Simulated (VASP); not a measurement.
Here is a VASP 6.6.1 calculation.

Contents of INCAR:

```
PREC = Accurate
ENCUT = 520
EDIFF = 1E-7
ISMEAR = 0
SIGMA = 0.1
LREAL = False
LASPH = True
NELM = 60
ALGO = Normal
ISIF = 2
LWAVE = False
LCHARG = False
GGA = PE
NBANDS = 26
```

Contents of KPOINTS:

```
Automatic mesh
0
Gamma
  18 18 8
```

The input POSCAR:

```
TiWN2
1.0
    2.8549368637      0.0000000000      0.0000000000
   -1.4274684318      2.4724478502      0.0000000000
    0.0000000000      0.0000000000      5.6327523404
Ti W N
1 1 2
Direct
    0.0000000000      0.0000000000      0.0000000000
    0.0000000000      0.0000000000      0.5000000000
    0.3333333333      0.6666666667      0.2431982313
    0.6666666667      0.3333333333      0.7568017687
```

Potentials or basis: VASP PAW PBE potentials, release 64 (Ti_sv, W_sv, N).

Run with:

```console
$ cat potpaw_PBE.64/Ti_sv/POTCAR potpaw_PBE.64/W_sv/POTCAR potpaw_PBE.64/N/POTCAR > POTCAR
$ mpirun -np 1 vasp_std > vasp.out
```

(1) What does it give for the largest force?

(2) What does it give for the pressure?

(3) Estimate the band gap on the k mesh.

Answers

(1) 0.037 eV/Å.

(2) 0.9 GPa.

(3) zero (bands 18 and 19 overlap by 0.97 eV).

Caveat: spin-orbit coupling is left out, which moves the levels of the heavy elements.
